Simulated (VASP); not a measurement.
# SrFeO3 (Pm-3m) in VASP: a series of runs

SrFeO3 is run at these levels: LDA; tasks: single point.

All numbers are computed with VASP 6.6.1; they aren't measurements. Logs are shortened: lines on timing, memory, paths and dates and some standing lists are left out, and cuts for length are marked.

## Step 1: The cell of the first run

It takes space group Pm-3m (No. 221, cubic). The conventional cell has a = 3.829 Å, b = 3.829 Å, c = 3.829 Å, α = 90.00°, β = 90.00°, γ = 90.00°. Sr (site symmetry m-3m) has 12 O at 2.71 Å and 8 Fe at 3.32 Å within 3.6 Å. Within 2.5 Å of Fe (site symmetry m-3m) lie 6 O at 1.91 Å. Within 2.5 Å of O (site symmetry 4/mmm) lie 2 Fe at 1.91 Å.

## Step 2: Single point, LDA, collinear spin, zero start

Input file INCAR:

```
SYSTEM = SrFeO3
PREC = Accurate
ENCUT = 600
EDIFF = 1E-6
ISMEAR = -1
SIGMA = 0.15
LREAL = .FALSE.
LASPH = .TRUE.
NELM = 200
ALGO = Normal
ISIF = 2
LWAVE = .FALSE.
LCHARG = .FALSE.
ISPIN = 2
MAGMOM = 0 0 0 0 0
LORBIT = 11
NUPDOWN = 0.0
LMAXMIX = 4
NBANDS = 30
GGA_COMPAT = .FALSE.
```

Input file KPOINTS:

```
regular mesh
0
G
  7 7 7
  0 0 0
```

Input file POSCAR:

```
SrFeO3
1.0
    3.8288137900      0.0000000000      0.0000000000
    0.0000000000      3.8288137900      0.0000000000
    0.0000000000      0.0000000000      3.8288137900
Sr Fe O
1 1 3
Direct
    0.0000000000      0.0000000000      0.0000000000
    0.5000000000      0.5000000000      0.5000000000
    0.0000000000      0.5000000000      0.5000000000
    0.5000000000      0.0000000000      0.5000000000
    0.5000000000      0.5000000000      0.0000000000
```

Potentials or basis: VASP PAW LDA potentials, release 64 (Sr_sv, Fe, O).

Started as:

```console
$ cat potpaw_LDA.64/Sr_sv/POTCAR potpaw_LDA.64/Fe/POTCAR potpaw_LDA.64/O/POTCAR > POTCAR
$ mpirun -np 1 vasp_std > vasp.out
```

OUTCAR:

```text
SYSTEM = SrFeO3
   PREC = Accurate
   ENCUT = 600
   EDIFF = 1E-6
   ISMEAR = -1
   LREAL = .FALSE.
   LASPH = .TRUE.
   NELM = 200
   ISIF = 2
   ISPIN = 2
   LORBIT = 11
   NUPDOWN = 0.0

 ion  position               nearest neighbor table
   1  0.000  0.000  0.000-   3 2.71   4 2.71   5 2.71   3 2.71   4 2.71   3 2.71   5 2.71   3 2.71
                             4 2.71   5 2.71   4 2.71   5 2.71   2 3.32   2 3.32   2 3.32   2 3.32
   2  0.500  0.500  0.500-   3 1.91   4 1.91   5 1.91   5 1.91   4 1.91   3 1.91   1 3.32   1 3.32
                             1 3.32   1 3.32   1 3.32   1 3.32   1 3.32   1 3.32
   3  0.000  0.500  0.500-   2 1.91   2 1.91   1 2.71   1 2.71   1 2.71   1 2.71
   4  0.500  0.000  0.500-   2 1.91   2 1.91   1 2.71   1 2.71   1 2.71   1 2.71
   5  0.500  0.500  0.000-   2 1.91   2 1.91   1 2.71   1 2.71   1 2.71   1 2.71

  LATTYP: Found a simple cubic cell.
 ALAT       =     3.8288137900

  Lattice vectors:

 A1 = (   3.8288137900,   0.0000000000,   0.0000000000)
 A2 = (   0.0000000000,   3.8288137900,   0.0000000000)
 A3 = (   0.0000000000,   0.0000000000,   3.8288137900)

Analysis of symmetry for initial positions (statically):
=====================================================================
 Subroutine PRICEL returns:
 Original cell was already a primitive cell.

 Routine SETGRP: Setting up the symmetry group for a
 simple cubic supercell.

 Subroutine GETGRP returns: Found 48 space group operations
 (whereof 48 operations were pure point group operations)
 out of a pool of 48 trial point group operations.

The static configuration has the point symmetry O_h .

Analysis of symmetry for dynamics (positions and initial velocities):
=====================================================================
 Subroutine PRICEL returns:
 Original cell was already a primitive cell.

 Routine SETGRP: Setting up the symmetry group for a
 simple cubic supercell.

 Subroutine GETGRP returns: Found 48 space group operations
 (whereof 48 operations were pure point group operations)
 out of a pool of 48 trial point group operations.

The dynamic configuration has the point symmetry O_h .

Analysis of structural, dynamic, and magnetic symmetry:
=====================================================================
 Subroutine PRICEL returns:
 Original cell was already a primitive cell.

 Routine SETGRP: Setting up the symmetry group for a
 simple cubic supercell.

 Subroutine GETGRP returns: Found 48 space group operations
 (whereof 48 operations were pure point group operations)
 out of a pool of 48 trial point group operations.

The overall configuration has the point symmetry O_h .

 Subroutine INISYM returns: Found 48 space group operations
 (whereof 48 operations are pure point group operations),
 and found     1 'primitive' translations

----------------------------------------------------------------------------------------

                                     Primitive cell

  volume of cell :      56.1297

  direct lattice vectors                    reciprocal lattice vectors
     3.828813790  0.000000000  0.000000000     0.261177496  0.000000000  0.000000000
     0.000000000  3.828813790  0.000000000     0.000000000  0.261177496  0.000000000
     0.000000000  0.000000000  3.828813790     0.000000000  0.000000000  0.261177496

  length of vectors
     3.828813790  3.828813790  3.828813790     0.261177496  0.261177496  0.261177496

  position of ions in fractional coordinates (direct lattice)
     0.000000000  0.000000000  0.000000000
     0.500000000  0.500000000  0.500000000
     0.000000000  0.500000000  0.500000000
     0.500000000  0.000000000  0.500000000
     0.500000000  0.500000000  0.000000000

  ion indices of the primitive-cell ions
   primitive index   ion index
                 1           1
                 2           2
                 3           3
                 4           4
[... 24 lines left out ...]
 ===========================================

 Found     20 irreducible k-points:

 Following reciprocal coordinates:
            Coordinates               Weight
  0.000000  0.000000  0.000000      1.000000
  0.142857  0.000000  0.000000      6.000000
  0.285714  0.000000  0.000000      6.000000
  0.428571  0.000000  0.000000      6.000000
  0.142857  0.142857  0.000000     12.000000
  0.285714  0.142857  0.000000     24.000000
[... 12 lines left out ...]
  0.428571  0.428571  0.285714     24.000000
  0.428571  0.428571  0.428571      8.000000
   k-points           NKPTS =     20   k-points in BZ     NKDIM =     20   number of bands    NBANDS=     30
   number of dos      NEDOS =    301   number of ions     NIONS =      5
   total plane-waves  NPLWV =  32768
   dimension x,y,z NGX =    32 NGY =   32 NGZ =   32
   dimension x,y,z NGXF=    64 NGYF=   64 NGZF=   64
   ions per type =               1   1   3
   NGX,Y,Z   is equivalent  to a cutoff of  13.89, 13.89, 13.89 a.u.
   NGXF,Y,Z  is equivalent  to a cutoff of  27.79, 27.79, 27.79 a.u.
 SYSTEM =  SrFeO3
   PREC   = accura    normal or accurate (medium, high low for compatibility)
   ISTART =      0    job   : 0-new  1-cont  2-samecut
   ICHARG =      2    charge: 1-file 2-atom 10-const
   ISPIN  =      2    spin polarized calculation?
   LNONCOLLINEAR =      F non collinear calculations
   LSORBIT =      F    spin-orbit coupling
   LASPH  =      T    aspherical Exc in radial PAW
   ENCUT  =  600.0 eV  44.10 Ry    6.64 a.u.   7.65  7.65  7.65*2*pi/ulx,y,z
   NELM   =    200;   NELMIN=  2; NELMDL= -5     # of ELM steps
   EDIFF  = 0.1E-05   stopping-criterion for ELM
   LREAL  =      F    real-space projection
   EDIFFG = 0.1E-04   stopping-criterion for IOM
   NSW    =      0    number of steps for IOM
   IBRION =     -1    ionic relax: 0-MD 1-quasi-New 2-CG
   NFREE  =      0    steps in history (QN), initial steepest desc. (CG)
   ISIF   =      2    stress and relaxation
   ISYM   =      2    0-nonsym 1-usesym 2-fastsym
   POTIM  = 0.5000    time-step for ionic-motion
   TEBEG  =    0.0;   TEEND  =   0.0 temperature during run
   PSTRESS=    0.0 pullay stress
   NELECT =      36.0000    total number of electrons
   NUPDOWN=       0.0000    fix difference up-down
   EMIN   =  10.00;   EMAX   =-10.00  energy-range for DOS
   EFERMI =   0.00;   METHOD = LEGACY
   ISMEAR =    -1;   SIGMA  =   0.15  broadening in eV -4-tet -1-fermi 0-gaus
   EFERMI_NEDOS =   21; number of points for ismear=-14 and -15
   IALGO  =     38    algorithm
   IMIX   =      4    mixing-type and parameters
     AMIX     =   0.40;   BMIX     =  1.00
     AMIX_MAG =   1.60;   BMIX_MAG =  1.00
  volume/ion in A,a.u.               =      11.23        75.76
  Fermi-wavevector in a.u.,A,eV,Ry     =   1.411816  2.667945 27.119463  1.993224
  Thomas-Fermi vector in A             =   2.533629
   LORBIT       =     11    0 simple, 1 ext, 2 COOP (PROOUT), +10 PAW based schemes
   GGA     = CA    functional components
   LHFCALC =     F    Hartree Fock is set to
   AEXX    =    0.0000 exact exchange contribution
   IVDW    =     0    specifies the selected vdW correction
   LEPSILON=     F    determine dielectric tensor
   LRPA    =     F    only Hartree local field effects (RPA)
 spin polarized calculation
  energy-cutoff  :      600.00
  volume of cell :       56.13
 maximum number of plane-waves:      1888
 NGX is ok and might be reduce to    32
   NGX = 15   NGY = 15   NGZ = 15

 number of electron      36.0000005 magnetization      -0.0000000

 number of electron      36.0000005 magnetization       0.0000000

 Free energy of the ion-electron system (eV)
  ---------------------------------------------------
  ext. energy  EPLUGINS =         0.00000000
  ---------------------------------------------------
  free energy    TOTEN  =       -38.23979921 eV

  energy without entropy =      -37.77938362  energy(sigma->0) =      -38.00959142

 E-fermi :   3.4453     XC(G=0): -11.9974

 val. band max:        3.4432717905   @ k =   0.4286   0.1429   0.0000
 cond. band min:       3.4529961433   @ k =   0.4286   0.2857   0.0000
 fundamental gap:      0.0097243527
 Fermi energy:         3.4452551856

 spin component 1

 k-point     1 :       0.0000    0.0000    0.0000
  band No.  band energies     occupation
      1     -29.2811      1.00000
      2     -14.9439      1.00000
      3     -13.3745      1.00000
      4     -13.3745      1.00000
      5     -11.4018      1.00000
      6     -11.4018      1.00000
[... 649 lines left out ...]
     29      17.8154      0.00000
     30      17.8154      0.00000
 Fermi energy:         3.4452600560

 spin component 2

 k-point     1 :       0.0000    0.0000    0.0000
  band No.  band energies     occupation
      1     -29.2811      1.00000
      2     -14.9439      1.00000
      3     -13.3745      1.00000
      4     -13.3745      1.00000
      5     -11.4018      1.00000
      6     -11.4018      1.00000
[... 649 lines left out ...]
     29      17.8154      0.00000
     30      17.8154      0.00000

------------------------ aborting loop because EDIFF is reached ----------------------------------------

  FORCE on cell =-STRESS in cart. coord.  units (eV):
  Direction    XX          YY          ZZ          XY          YZ          ZX
  --------------------------------------------------------------------------------------
  -------------------------------------------------------------------------------------
  Total       -5.3793936     -5.3793936     -5.3793936      0.0000000      0.0000000     -0.0000000
  in kB     -153.5504757   -153.5504757   -153.5504757      0.0000000      0.0000000     -0.0000000
  external PRESSURE =    -153.5504757 kB  Pullay stress =       0.0000000 kB

 VOLUME and BASIS-vectors are now :
 -----------------------------------------------------------------------------
  energy-cutoff  :      600.00
  volume of cell :       56.13
      direct lattice vectors                 reciprocal lattice vectors
     3.828813790  0.000000000  0.000000000     0.261177496  0.000000000  0.000000000
     0.000000000  3.828813790  0.000000000     0.000000000  0.261177496  0.000000000
     0.000000000  0.000000000  3.828813790     0.000000000  0.000000000  0.261177496

 POSITION                                       TOTAL-FORCE (eV/Angst)
 -----------------------------------------------------------------------------------
      0.00000      0.00000      0.00000         0.000000      0.000000      0.000000
      1.91441      1.91441      1.91441         0.000000      0.000000      0.000000
      0.00000      1.91441      1.91441         0.000000      0.000000      0.000000
      1.91441      0.00000      1.91441         0.000000      0.000000      0.000000
      1.91441      1.91441      0.00000         0.000000      0.000000      0.000000
 -----------------------------------------------------------------------------------
    total drift:                                0.000000     -0.000000     -0.000000

  FREE ENERGIE OF THE ION-ELECTRON SYSTEM (eV)
  ---------------------------------------------------
  free  energy   TOTEN  =       -38.2397992085 eV

  energy  without entropy=      -37.7793836226  energy(sigma->0) =      -38.00959142

 total charge

# of ion       s       p       d       tot
------------------------------------------
    1        1.999   5.784   0.223   8.006
    2        0.416   0.678   6.174   7.268
    3        1.550   3.393   0.000   4.943
    4        1.550   3.393   0.000   4.943
    5        1.550   3.393   0.000   4.943
--------------------------------------------------
tot          7.065  16.642   6.397  30.104

 magnetization (x)

# of ion       s       p       d       tot
------------------------------------------
    1       -0.000   0.000   0.000   0.000
    2       -0.000  -0.000   0.000   0.000
    3        0.000  -0.000   0.000  -0.000
    4        0.000  -0.000   0.000  -0.000
    5        0.000  -0.000   0.000  -0.000
--------------------------------------------------
tot         -0.000  -0.000   0.000   0.000
```

Run time: 53 s. Hardware: 1 thread of Intel Xeon Platinum 8259CL at 2.50GHz (Skylake/Cascade Lake), shared host; peak memory 0.21 GiB.

What came out:

| Property | Result |
| --- | --- |
| Free energy | -38.2398 eV |
| Pressure | -15.4 GPa |
| Net moment | 0.00 μB per cell |
| Valence electrons inside the program's atomic spheres | Sr 8.01; Fe 7.27; O 4.94 |

Caveat: the total moment is fixed, so each spin has its own Fermi level.

## Step 3: Single point, LDA, collinear spin, ferromagnetic start

Input file INCAR:

```
  PREC = Accurate
  ENCUT = 600
  EDIFF = 1E-6
  ISMEAR = -1
  SIGMA = 0.15
  LREAL = F
  LASPH = T
  NELM = 200
  ALGO = Normal
  ISIF = 2
  LWAVE = F
  LCHARG = F
  ISPIN = 2
  MAGMOM = 0 1 0.03 0.03 0.03
  LORBIT = 11
  NUPDOWN = 1.1
  LMAXMIX = 4
  NBANDS = 30
  GGA_COMPAT = F
```

Input file KPOINTS:

```
regular mesh
0
Gamma
  7 7 7
```

POSCAR is that of step 2.

Potentials or basis: VASP PAW LDA potentials, release 64 (Sr_sv, Fe, O).

Started as:

```console
$ cat potpaw_LDA.64/Sr_sv/POTCAR potpaw_LDA.64/Fe/POTCAR potpaw_LDA.64/O/POTCAR > POTCAR
$ mpirun -np 1 vasp_std > vasp.out
```

OUTCAR:

```text
PREC = Accurate
   ENCUT = 600
   EDIFF = 1E-6
   ISMEAR = -1
   LREAL = F
   LASPH = T
   NELM = 200
   ISIF = 2
   ISPIN = 2
   LORBIT = 11
   NUPDOWN = 1.1

 ion  position               nearest neighbor table
   1  0.000  0.000  0.000-   3 2.71   4 2.71   5 2.71   3 2.71   4 2.71   3 2.71   5 2.71   3 2.71
                             4 2.71   5 2.71   4 2.71   5 2.71   2 3.32   2 3.32   2 3.32   2 3.32
   2  0.500  0.500  0.500-   3 1.91   4 1.91   5 1.91   5 1.91   4 1.91   3 1.91   1 3.32   1 3.32
                             1 3.32   1 3.32   1 3.32   1 3.32   1 3.32   1 3.32
   3  0.000  0.500  0.500-   2 1.91   2 1.91   1 2.71   1 2.71   1 2.71   1 2.71
   4  0.500  0.000  0.500-   2 1.91   2 1.91   1 2.71   1 2.71   1 2.71   1 2.71
   5  0.500  0.500  0.000-   2 1.91   2 1.91   1 2.71   1 2.71   1 2.71   1 2.71

  LATTYP: Found a simple cubic cell.
 ALAT       =     3.8288137900

  Lattice vectors:

 A1 = (   3.8288137900,   0.0000000000,   0.0000000000)
 A2 = (   0.0000000000,   3.8288137900,   0.0000000000)
 A3 = (   0.0000000000,   0.0000000000,   3.8288137900)

Analysis of symmetry for initial positions (statically):
[... 1526 lines left out ...]
  Total       -5.2628476     -5.2628476     -5.2628476     -0.0000000      0.0000000     -0.0000000
  in kB     -150.2237630   -150.2237630   -150.2237630     -0.0000000      0.0000000     -0.0000000
  external PRESSURE =    -150.2237630 kB  Pullay stress =       0.0000000 kB

 VOLUME and BASIS-vectors are now :
 -----------------------------------------------------------------------------
  energy-cutoff  :      600.00
  volume of cell :       56.13
      direct lattice vectors                 reciprocal lattice vectors
     3.828813790  0.000000000  0.000000000     0.261177496  0.000000000  0.000000000
     0.000000000  3.828813790  0.000000000     0.000000000  0.261177496  0.000000000
     0.000000000  0.000000000  3.828813790     0.000000000  0.000000000  0.261177496

 POSITION                                       TOTAL-FORCE (eV/Angst)
 -----------------------------------------------------------------------------------
      0.00000      0.00000      0.00000         0.000000      0.000000      0.000000
      1.91441      1.91441      1.91441         0.000000      0.000000      0.000000
      0.00000      1.91441      1.91441         0.000000      0.000000      0.000000
      1.91441      0.00000      1.91441         0.000000      0.000000      0.000000
      1.91441      1.91441      0.00000         0.000000      0.000000      0.000000
 -----------------------------------------------------------------------------------
    total drift:                                0.000000     -0.000000     -0.000000

  FREE ENERGIE OF THE ION-ELECTRON SYSTEM (eV)
  ---------------------------------------------------
  free  energy   TOTEN  =       -38.3436295993 eV

  energy  without entropy=      -37.9271663483  energy(sigma->0) =      -38.13539797

 total charge

# of ion       s       p       d       tot
------------------------------------------
    1        1.999   5.785   0.223   8.007
    2        0.417   0.679   6.164   7.260
    3        1.550   3.394   0.000   4.944
    4        1.550   3.394   0.000   4.944
    5        1.550   3.394   0.000   4.944
--------------------------------------------------
tot          7.067  16.647   6.387  30.101

 magnetization (x)

# of ion       s       p       d       tot
------------------------------------------
    1        0.001   0.002   0.003   0.006
    2        0.002   0.000   0.944   0.947
    3        0.002   0.029   0.000   0.031
    4        0.002   0.029   0.000   0.031
    5        0.002   0.029   0.000   0.031
--------------------------------------------------
tot          0.009   0.088   0.948   1.044
```

OSZICAR:

```text
N       E                     dE             d eps       ncg     rms          rms(c)
DAV:   1     0.329271034440E+03    0.32927E+03   -0.19416E+04  2400   0.148E+03
DAV:   2    -0.171267112146E+02   -0.34640E+03   -0.31719E+03  2542   0.364E+02
DAV:   3    -0.486776291336E+02   -0.31551E+02   -0.30474E+02  2980   0.117E+02
DAV:   4    -0.497457855786E+02   -0.10682E+01   -0.10614E+01  3602   0.198E+01
DAV:   5    -0.497611888518E+02   -0.15403E-01   -0.15396E-01  2844   0.207E+00    0.333E+01
DAV:   6    -0.578921803118E+02   -0.81310E+01   -0.61183E+01  3194   0.100E+02    0.696E+01
DAV:   7    -0.389019882131E+02    0.18990E+02   -0.36397E+01  2744   0.113E+02    0.135E+01
DAV:   8    -0.383595314149E+02    0.54246E+00   -0.33405E+00  3558   0.220E+01    0.556E+00
DAV:   9    -0.383775387043E+02   -0.18007E-01   -0.26565E-01  3540   0.758E+00    0.385E+00
DAV:  10    -0.383439406980E+02    0.33598E-01   -0.36196E-02  3546   0.438E+00    0.144E+00
DAV:  11    -0.383437934178E+02    0.14728E-03   -0.43095E-03  3272   0.551E-01    0.441E-01
DAV:  12    -0.383440043388E+02   -0.21092E-03   -0.99004E-04  3376   0.723E-01    0.279E-01
DAV:  13    -0.383436209528E+02    0.38339E-03   -0.45841E-04  3190   0.493E-01    0.125E-01
DAV:  14    -0.383436283753E+02   -0.74225E-05   -0.25615E-05  3230   0.345E-02    0.603E-02
DAV:  15    -0.383436297778E+02   -0.14026E-05   -0.17039E-06  2494   0.185E-02    0.206E-02
DAV:  16    -0.383436295993E+02    0.17854E-06   -0.92525E-07  1950   0.104E-02
   1 F= -.38343630E+02 E0= -.38135398E+02  d E =-.416463E+00  mag=     1.1000
```

stdout:

```text
POSCAR found type information on POSCAR SrFeO
 POSCAR found :  3 types and       5 ions
 scaLAPACK will be used
 LDA part: xc-table for (Slater(with rela. corr.)+CA(PZ))
 , standard interpolation
 POSCAR, INCAR and KPOINTS ok, starting setup
 FFT: planning ... GRIDC
 FFT: planning ... GRID_SOFT
 FFT: planning ... GRID
 WAVECAR not read
 entering main loop
```

Wall time 52 s (1 thread of Intel Xeon Platinum 8259CL at 2.50GHz (Skylake/Cascade Lake), shared host); peak memory 0.2 GiB.

Results:

| Quantity | Value |
| --- | --- |
| Free energy | -38.3436 eV |
| Pressure | -15.0 GPa |
| Net moment | 1.10 μB per cell |
| Site moments | Sr +0.01; Fe +0.95; O +0.03 μB |
| Valence electrons inside the program's atomic spheres | Sr 8.01; Fe 7.26; O 4.94 |

Caveat: the total moment is fixed, so each spin has its own Fermi level; a cell with one magnetic atom can't hold antiferromagnetic order, which such compounds often take.

(Part 1 of 2 ends here.)
